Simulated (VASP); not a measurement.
# ScBeI5 (P1) in VASP: single point with PBEsol

Aim: the single point of ScBeI5 with PBEsol.

Program: VASP 6.6.1. These are calculated values, not measurements. Logs are shortened: lines on timing, memory, paths and dates and some standing lists are left out, and cuts for length are marked.

## 1. The cell of the first run

The typed cell holds 7 atoms: a = 6.965 Å, b = 6.964 Å, c = 6.965 Å, α = 131.40°, β = 99.77°, γ = 99.74°.

## 2. Single point, PBEsol

INCAR reads:

```
  ALGO = Normal
  EDIFF = 1E-7
  ENCUT = 520
  GGA = PS
  ISIF = 2
  ISMEAR = -1
  LASPH = True
  LCHARG = True
  LELF = True
  LREAL = False
  LVHAR = True
  LWAVE = False
  NBANDS = 33
  NELM = 60
  PREC = Accurate
  SIGMA = 0.05
```

KPOINTS reads:

```
k-points
0
Gamma
  4 4 4
```

POSCAR reads:

```
ScBeI5
1.0
   -2.8687692236      4.4868195541      4.4887850775
    2.8659652103     -4.4870729668      4.4891380519
    2.8664606623      4.4884616704     -4.4882777598
Sc Be I
1 1 5
Direct
    0.4977878202      0.5332949982      0.0345985385
   -0.0022801969     -0.2168458104     -0.2154865589
    0.7055514157      0.4410356908      0.3431043022
    0.2898125474      0.6338239975      0.7344785854
    0.0970632366      0.2244040342     -0.0665089818
    0.8984020249      0.8330662611      0.1265340467
    0.4978343596      0.0331327997      0.5346015293
```

Potentials or basis: VASP PAW PBE potentials, release 64 (Sc_sv, Be, I).

The run is started by

```
$ cat potpaw_PBE.64/Sc_sv/POTCAR potpaw_PBE.64/Be/POTCAR potpaw_PBE.64/I/POTCAR > POTCAR
$ mpirun -np 1 vasp_std > vasp.out
```

OUTCAR:

```text
EDIFF = 1E-7
   ENCUT = 520
   GGA = PS
   ISIF = 2
   ISMEAR = -1
   LASPH = True
   LREAL = False
   NELM = 60
   PREC = Accurate

 ion  position               nearest neighbor table
   1  0.498  0.533  0.035-   4 2.87   3 2.87   6 2.87   7 2.87   5 2.87   7 2.87
   2  0.998  0.783  0.785-   5 2.41   4 2.41   3 2.41   6 2.41
   3  0.706  0.441  0.343-   2 2.41   1 2.87
   4  0.290  0.634  0.734-   2 2.41   1 2.87
   5  0.097  0.224  0.933-   2 2.41   1 2.87
   6  0.898  0.833  0.127-   2 2.41   1 2.87
   7  0.498  0.033  0.535-   1 2.87   1 2.87

  LATTYP: Found a base centered monoclinic cell.
 ALAT       =    30.0339363527
 B/A-ratio  =     0.2988380021
 C/A-ratio  =     0.1908649615
 COS(beta)  =    -0.9542763051

  Lattice vectors:

 A1 = ( -14.3285083942,  -4.4909856649,  -4.4913659538)
 A2 = ( -14.3308169555,   4.4842955596,  -4.4908586361)
 A3 = (   5.7324258726,   0.0013887036,   0.0008602921)

Analysis of symmetry for initial positions (statically):
=====================================================================
 Subroutine PRICEL returns:
 Original cell was already a primitive cell.

 Routine SETGRP: Setting up the symmetry group for a
 base centered monoclinic supercell.

 Subroutine GETGRP returns: Found  1 space group operations
 (whereof  1 operations were pure point group operations)
 out of a pool of  4 trial point group operations.

The static configuration has the point symmetry C_1 .

Analysis of symmetry for dynamics (positions and initial velocities):
=====================================================================
 Subroutine PRICEL returns:
 Original cell was already a primitive cell.

 Routine SETGRP: Setting up the symmetry group for a
 base centered monoclinic supercell.

 Subroutine GETGRP returns: Found  1 space group operations
 (whereof  1 operations were pure point group operations)
 out of a pool of  4 trial point group operations.

The dynamic configuration has the point symmetry C_1 .

 Subroutine INISYM returns: Found  1 space group operations
 (whereof  1 operations are pure point group operations),
 and found     1 'primitive' translations

----------------------------------------------------------------------------------------

                                     Primitive cell

  volume of cell :     230.9577

[... 94 lines left out ...]
   LSORBIT =      F    spin-orbit coupling
   LASPH  =      T    aspherical Exc in radial PAW
   ENCUT  =  520.0 eV  38.22 Ry    6.18 a.u.  12.95 12.95 12.95*2*pi/ulx,y,z
   NELM   =     60;   NELMIN=  2; NELMDL= -5     # of ELM steps
   EDIFF  = 0.1E-06   stopping-criterion for ELM
   LREAL  =      F    real-space projection
   EDIFFG = 0.1E-05   stopping-criterion for IOM
   NSW    =      0    number of steps for IOM
   IBRION =     -1    ionic relax: 0-MD 1-quasi-New 2-CG
   NFREE  =      0    steps in history (QN), initial steepest desc. (CG)
   ISIF   =      2    stress and relaxation
   ISYM   =      2    0-nonsym 1-usesym 2-fastsym
   POTIM  = 0.5000    time-step for ionic-motion
   TEBEG  =    0.0;   TEEND  =   0.0 temperature during run
   PSTRESS=    0.0 pullay stress
   NELECT =      48.0000    total number of electrons
   NUPDOWN=      -1.0000    fix difference up-down
   EMIN   =  10.00;   EMAX   =-10.00  energy-range for DOS
   EFERMI =   0.00;   METHOD = LEGACY
   ISMEAR =    -1;   SIGMA  =   0.05  broadening in eV -4-tet -1-fermi 0-gaus
   EFERMI_NEDOS =   21; number of points for ismear=-14 and -15
   IALGO  =     38    algorithm
   IMIX   =      4    mixing-type and parameters
     AMIX     =   0.40;   BMIX     =  1.00
     AMIX_MAG =   1.60;   BMIX_MAG =  1.00
  volume/ion in A,a.u.               =      32.99       222.65
  Fermi-wavevector in a.u.,A,eV,Ry     =   0.969716  1.832497 12.794219  0.940349
  Thomas-Fermi vector in A             =   2.099791
   LORBIT       =      0    0 simple, 1 ext, 2 COOP (PROOUT), +10 PAW based schemes
   GGA     = PS    functional components
   LHFCALC =     F    Hartree Fock is set to
   AEXX    =    0.0000 exact exchange contribution
   IVDW    =     0    specifies the selected vdW correction
   LEPSILON=     F    determine dielectric tensor
   LRPA    =     F    only Hartree local field effects (RPA)
 non-spin polarized calculation
  energy-cutoff  :      520.00
  volume of cell :      230.96
 maximum number of plane-waves:      6244
 NGX is ok and might be reduce to    54
   NGX = 25   NGY = 25   NGZ = 25

 number of electron      48.0000000 magnetization

 Free energy of the ion-electron system (eV)
  ---------------------------------------------------
  ext. energy  EPLUGINS =         0.00000000
  ---------------------------------------------------
  free energy    TOTEN  =       -25.32825065 eV

  energy without entropy =      -25.32825060  energy(sigma->0) =      -25.32825062

 E-fermi :   3.8198     XC(G=0):  -8.7270

 val. band max:        3.0567799426   @ k =   0.0000   0.0000   0.0000
 cond. band min:       4.5812714441   @ k =  -0.0000   0.5000   0.5000
 fundamental gap:      1.5244915015
 Fermi energy:         3.8198451258

 k-point     1 :       0.0000    0.0000    0.0000
  band No.  band energies     occupation
      1     -46.6135      2.00000
      2     -25.3463      2.00000
      3     -25.2952      2.00000
      4     -25.2950      2.00000
      5      -9.6062      2.00000
      6      -8.6106      2.00000
[... 853 lines left out ...]
     32       8.4930      0.00000
     33       8.8297      0.00000

 [... further k-points ...]
[... 5 lines left out ...]
  --------------------------------------------------------------------------------------
  -------------------------------------------------------------------------------------
  Total        0.1128222      0.1181983      0.1016576     -0.0006584      0.0006976      0.0040275
  in kB        0.7826589      0.8199538      0.7052092     -0.0045677      0.0048393      0.0279389
  external PRESSURE =       0.7692739 kB  Pullay stress =       0.0000000 kB

 VOLUME and BASIS-vectors are now :
 -----------------------------------------------------------------------------
  energy-cutoff  :      520.00
  volume of cell :      230.96
      direct lattice vectors                 reciprocal lattice vectors
    -2.868769224  4.486819554  4.488785078    -0.000043706  0.111410814  0.111387466
     2.865965210 -4.487072967  4.489138052     0.174429482  0.000038567  0.111438815
     2.866460662  4.488461670 -4.488277760     0.174419205  0.111461981  0.000057621

 POSITION                                       TOTAL-FORCE (eV/Angst)
 -----------------------------------------------------------------------------------
      0.19954     -0.00416      4.47321        -0.000734     -0.000136     -0.001252
      1.63104      4.48378      4.47312        -0.000412     -0.000395      0.000228
      0.22342      2.72673      3.60699        -0.007230      0.000630     -0.008098
      3.09047      1.75300      0.84969        -0.006449      0.000104      0.008219
      3.04050      3.61853     -2.74669         0.008072     -0.007715     -0.000419
      0.17294      0.86088      7.20456         0.006569      0.008749      0.001153
      0.19920      4.48456     -0.01603         0.000184     -0.001236      0.000169
 -----------------------------------------------------------------------------------
    total drift:                                0.000118      0.000040      0.000149

  FREE ENERGIE OF THE ION-ELECTRON SYSTEM (eV)
  ---------------------------------------------------
  free  energy   TOTEN  =       -25.3282506491 eV

  energy  without entropy=      -25.3282505967  energy(sigma->0) =      -25.32825062
```

stdout:

```text
POSCAR found type information on POSCAR ScBeI
 POSCAR found :  3 types and       7 ions
 scaLAPACK will be used
 -----------------------------------------------------------------------------
|                                                                             |
|                                                                             |
|     You enforced a specific xc type in the INCAR file but a different       |
|     I HOPE YOU KNOW WHAT YOU ARE DOING!                                     |
|                                                                             |
 -----------------------------------------------------------------------------

 LDA part: xc-table for (Slater+PW92), standard interpolation
 POSCAR, INCAR and KPOINTS ok, starting setup
 FFT: planning ... GRIDC
 FFT: planning ... GRID_SOFT
 FFT: planning ... GRID
 WAVECAR not read
 entering main loop
```

It took 5.3 min on 1 thread of Intel Xeon Platinum 8375C at 2.90GHz (Ice Lake), shared host; peak memory 0.54 GiB.

Results:

```yaml
Free_energy: -25.3283 eV
Pressure: 0.1 GPa
Largest_force: 0.011 eV/Å
Band_gap_on_the_k_mesh: 1.52 eV, indirect (least direct gap 1.78 eV)
```

Forces in eV/Å, atoms in the order of the input:
```
Sc  -0.001  0.000 -0.001
Be   0.000  0.000  0.000
I   -0.007  0.001 -0.008
I   -0.006  0.000  0.008
I    0.008 -0.008  0.000
I    0.007  0.009  0.001
I    0.000 -0.001  0.000
```

Levels at points of the mesh, in eV from the valence-band top:
| k point | band 22 | band 23 | band 24 | band 25 | band 26 | band 27 |
| --- | --- | --- | --- | --- | --- | --- |
| (0.00, 0.00, 0.00) | 0.00 | 0.00 | 0.00 | 1.78 | 1.78 | 1.90 |
| (0.50, 0.00, 0.00) | -0.82 | -0.46 | -0.26 | 1.52 | 1.87 | 2.00 |
| (0.00, 0.50, 0.50) | -0.82 | -0.46 | -0.26 | 1.52 | 1.87 | 2.00 |
| (0.00, 0.50, 0.00) | -0.51 | -0.35 | -0.25 | 1.96 | 2.29 | 2.41 |
| (0.50, 0.50, 0.00) | -0.51 | -0.35 | -0.25 | 1.96 | 2.29 | 2.41 |
| (0.00, 0.00, 0.50) | -0.51 | -0.35 | -0.25 | 1.96 | 2.29 | 2.41 |
| (0.50, 0.00, 0.50) | -0.51 | -0.35 | -0.25 | 1.96 | 2.29 | 2.41 |
| (0.50, 0.50, 0.50) | -0.80 | -0.68 | -0.68 | 1.63 | 1.66 | 1.66 |

Caveat: the PAW data sets were made with another functional, which shifts forces and pressure a little; spin-orbit coupling is left out, which moves the levels of the heavy elements.
